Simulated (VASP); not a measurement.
# Rh (P6_3/mmc) in VASP: notebook, part 2 of 2

VASP 6.6.1. The steps go on from the part before.

## Step 5: Single point, PBEsol

INCAR

```
PREC = Accurate ; ENCUT = 520
EDIFF = 1E-6 ; ISMEAR = 0
SIGMA = 0.15 ; LREAL = False
LASPH = True ; NELM = 60
ALGO = Fast ; ISIF = 2
LWAVE = False ; LCHARG = False
GGA = PS ; NBANDS = 38
```

KPOINTS

```
regular mesh
0
Gamma
  18 18 6
```

POSCAR

```
Rh
1.0
    2.5775054375      0.0000000000      0.0000000000
   -1.2887527188      2.2321851873      0.0000000000
    0.0000000000      0.0000000000      9.3672375197
Rh
4
Direct
    0.0000000000      0.0000000000      0.0000000000
    0.3333333333      0.6666666667      0.2500000000
    0.0000000000      0.0000000000      0.5000000000
    0.6666666667      0.3333333333      0.7500000000
```

Command:

```console
> cat potpaw_PBE.64/Rh_pv/POTCAR > POTCAR
> mpirun -np 1 vasp_std > vasp.out
```

It took 6.1 min on 1 thread of Intel Xeon 8259CL, shared host; peak memory 0.32 GiB.

It converged, with:

* Free energy: -32.0005 eV
* Pressure: 5.7 GPa
* Band gap on the k mesh: zero (bands 30 and 31 overlap by 2.26 eV)

Stress tensor (GPa, compression positive):
```
 19.43   0.00   0.00
  0.00  19.43   0.00
  0.00   0.00 -21.86
```

Levels at points of the mesh, in eV from the Fermi level:
```
           k point  band 27  band 28  band 29  band 30  band 31  band 32  band 33  band 34
(0.00, 0.00, 0.00)    -2.80    -0.93    -0.93    -0.39    -0.39    -0.35    -0.19    -0.19
(0.50, 0.00, 0.00)     0.41     0.80     1.15     1.22     1.23     1.30     1.52     2.42
(0.00, 0.00, 0.50)    -1.90    -1.90    -0.74    -0.74    -0.74    -0.74     0.20     0.20
(0.50, 0.00, 0.50)    -0.12    -0.12     1.17     1.17     1.28     1.28     3.06     3.06
```

Caveat: the cell differs from its parent crystal (strain +e along x and -e along y +0.0000, strain +e along z and -e/2 along x and y +0.0733); the stress differs along the axes, from -22 to 19 GPa; the PAW data sets were made with another functional, which shifts forces and pressure a little.

## Step 6: Single point, PBEsol

INCAR

```
SYSTEM = Rh
PREC = Accurate ; ENCUT = 520
EDIFF = 1E-6 ; ISMEAR = 0
SIGMA = 0.15 ; LREAL = .FALSE.
LASPH = .TRUE. ; NELM = 60
ALGO = Fast ; ISIF = 2
LWAVE = .FALSE. ; LCHARG = .FALSE.
GGA = PS ; NBANDS = 38
```

KPOINTS

```
Automatic mesh
0
G
  18 18 6
  0 0 0
```

POSCAR

```
Rh
1.0
    2.7246615065      0.0000000000      0.0000000000
   -1.3623307533      2.3596260814      0.0000000000
    0.0000000000      0.0000000000      8.4072113135
Rh
4
Direct
    0.0000000000      0.0000000000      0.0000000000
    0.3333333333      0.6666666667      0.2500000000
    0.0000000000      0.0000000000      0.5000000000
    0.6666666667      0.3333333333      0.7500000000
```

Potentials or basis: VASP PAW PBE potentials, release 64 (Rh_pv).

Command:

```console
> cat potpaw_PBE.64/Rh_pv/POTCAR > POTCAR
> mpirun -np 1 vasp_std > vasp.out
```

OUTCAR:

```text
SYSTEM = Rh
   PREC = Accurate
   ENCUT = 520
   EDIFF = 1E-6
   ISMEAR = 0
   LREAL = .FALSE.
   LASPH = .TRUE.
   NELM = 60
   ISIF = 2
   GGA = PS

 ion  position               nearest neighbor table
   1  0.000  0.000  0.000-   2 2.63   4 2.63   4 2.63   2 2.63   4 2.63   2 2.63
   2  0.333  0.667  0.250-   1 2.63   3 2.63   1 2.63   3 2.63   1 2.63   3 2.63
   3  0.000  0.000  0.500-   2 2.63   4 2.63   4 2.63   2 2.63   4 2.63   2 2.63
   4  0.667  0.333  0.750-   1 2.63   3 2.63   1 2.63   3 2.63   1 2.63   3 2.63

  LATTYP: Found a hexagonal cell.
 ALAT       =     2.7246615065
 C/A-ratio  =     3.0855984472

  Lattice vectors:

 A1 = (   2.7246615065,   0.0000000000,   0.0000000000)
 A2 = (  -1.3623307533,   2.3596260814,   0.0000000000)
 A3 = (   0.0000000000,   0.0000000000,   8.4072113135)

Analysis of symmetry for initial positions (statically):
=====================================================================
 Subroutine PRICEL returns:
 Original cell was already a primitive cell.

 Routine SETGRP: Setting up the symmetry group for a
 hexagonal supercell.

 Subroutine GETGRP returns: Found 24 space group operations
[... 172 lines left out ...]
 E-fermi :  12.1209     XC(G=0): -14.3259

 val. band max:       12.1158754193   @ k =   0.2778   0.2222   0.5000
 cond. band min:      12.1253593109   @ k =   0.3333   0.1667   0.0000
 fundamental gap:      0.0094838916
 Fermi energy:        12.1208860653

 k-point     1 :       0.0000    0.0000    0.0000
  band No.  band energies     occupation
      1     -35.1591      2.00000
      2     -34.7253      2.00000
      3     -34.7216      2.00000
      4     -34.4261      2.00000
      5     -34.4261      2.00000
      6     -34.3681      2.00000
[... 973 lines left out ...]
     37      21.6022      0.00000
     38      21.6290      0.00000

 [... further k-points ...]

------------------------ aborting loop because EDIFF is reached ----------------------------------------

  FORCE on cell =-STRESS in cart. coord.  units (eV):
  Direction    XX          YY          ZZ          XY          YZ          ZX
  --------------------------------------------------------------------------------------
  -------------------------------------------------------------------------------------
  Total       -1.7395468     -1.7395468      4.9548175      0.0000000      0.0000000      0.0000000
  in kB      -51.5630966    -51.5630966    146.8691345      0.0000000      0.0000000      0.0000000
  external PRESSURE =      14.5809804 kB  Pullay stress =       0.0000000 kB

 VOLUME and BASIS-vectors are now :
 -----------------------------------------------------------------------------
  energy-cutoff  :      520.00
  volume of cell :       54.05
      direct lattice vectors                 reciprocal lattice vectors
     2.724661506  0.000000000  0.000000000     0.367018067  0.211897980  0.000000000
    -1.362330753  2.359626081  0.000000000     0.000000000  0.423795960  0.000000000
     0.000000000  0.000000000  8.407211313     0.000000000  0.000000000  0.118945506

 POSITION                                       TOTAL-FORCE (eV/Angst)
 -----------------------------------------------------------------------------------
      0.00000      0.00000      0.00000         0.000000      0.000000      0.000000
     -0.00000      1.57308      2.10180        -0.000000     -0.000000      0.000000
      0.00000      0.00000      4.20361         0.000000      0.000000      0.000000
      1.36233      0.78654      6.30541        -0.000000      0.000000     -0.000000
 -----------------------------------------------------------------------------------
    total drift:                                0.000000     -0.000000      0.000000

  FREE ENERGIE OF THE ION-ELECTRON SYSTEM (eV)
  ---------------------------------------------------
  free  energy   TOTEN  =       -32.3776518120 eV

  energy  without entropy=      -32.3151222252  energy(sigma->0) =      -32.34638702
```

stdout:

```text
POSCAR found type information on POSCAR Rh
 POSCAR found :  1 types and       4 ions
 scaLAPACK will be used
 -----------------------------------------------------------------------------
|                                                                             |
|                                                                             |
|     You enforced a specific xc type in the INCAR file but a different       |
|     I HOPE YOU KNOW WHAT YOU ARE DOING!                                     |
|                                                                             |
 -----------------------------------------------------------------------------

 LDA part: xc-table for (Slater+PW92), standard interpolation
 POSCAR, INCAR and KPOINTS ok, starting setup
 FFT: planning ... GRIDC
 FFT: planning ... GRID_SOFT
 FFT: planning ... GRID
 WAVECAR not read
 entering main loop
```

Run time: 6.8 min. Hardware: 1 thread of Intel Xeon 8259CL, shared host; peak memory 0.32 GiB.

What came out:

```
Free energy            : -32.3777 eV
Pressure               : 1.5 GPa
Band gap on the k mesh : zero (bands 30 and 31 overlap by 1.90 eV)
```

Levels at points of the mesh, in eV from the Fermi level:
```
           k point  band 27  band 28  band 29  band 30  band 31  band 32  band 33  band 34
(0.00, 0.00, 0.00)    -2.72    -1.69    -1.69    -1.13    -1.13    -0.33    -0.33     0.54
(0.50, 0.00, 0.00)     0.41     0.43     0.68     0.68     0.88     0.98     1.01     2.16
(0.00, 0.00, 0.50)    -1.27    -1.27    -1.27    -1.27    -0.82    -0.82     0.08     0.08
(0.50, 0.00, 0.50)    -0.12    -0.12     0.34     0.34     0.67     0.67     2.77     2.77
```

Caveat: the cell differs from its parent crystal (strain +e along x and -e along y +0.0000, strain +e along z and -e/2 along x and y -0.0367); the stress differs along the axes, from -5 to 15 GPa; the PAW data sets were made with another functional, which shifts forces and pressure a little.

## Step 7: Overview

| cell | further INCAR settings | gap on the mesh (eV) | pressure (GPa) |
| --- | --- | --- | --- |
| a = 2.528, b = 2.528, c = 9.688 Å, angles 90.0, 90.0, 120.0°, 4 atoms | ALGO = Fast; EDIFF = 1e-07; NBANDS = 38 | none | 13.1 |
| a = 2.823, b = 2.823, c = 7.767 Å, angles 90.0, 90.0, 120.0°, 4 atoms | ALGO = Fast; EDIFF = 1e-07; NBANDS = 38 | none | 12.7 |
| a = 2.774, b = 2.774, c = 8.088 Å, angles 90.0, 90.0, 120.0°, 4 atoms | ALGO = Fast; EDIFF = 1e-06; NBANDS = 38 | none | 5.8 |
| a = 2.578, b = 2.578, c = 9.367 Å, angles 90.0, 90.0, 120.0°, 4 atoms | ALGO = Fast; EDIFF = 1e-06; NBANDS = 38 | none | 5.7 |
| a = 2.725, b = 2.725, c = 8.407 Å, angles 90.0, 90.0, 120.0°, 4 atoms | ALGO = Fast; EDIFF = 1e-06; NBANDS = 38 | none | 1.5 |

Alike in all rows: task single point; level PBEsol; potentials or basis VASP PAW PBE potentials, release 64 (Rh_pv); no spin polarisation; k mesh 18 × 18 × 6; cutoff (eV) 520; smearing gaussian 0.15 eV.

Caveats: the PAW data sets were made with another functional, which shifts forces and pressure a little; the stress differs along the axes, from -28 to 34 GPa (at least some runs); the stress differs along the axes, from -4 to 46 GPa (at least some runs); the stress differs along the axes, from -7 to 31 GPa (at least some runs); the stress differs along the axes, from -22 to 19 GPa (at least some runs); the stress differs along the axes, from -5 to 15 GPa (at least some runs).

Total energies depend on the potentials used, so only differences within one code and one set of settings carry meaning.
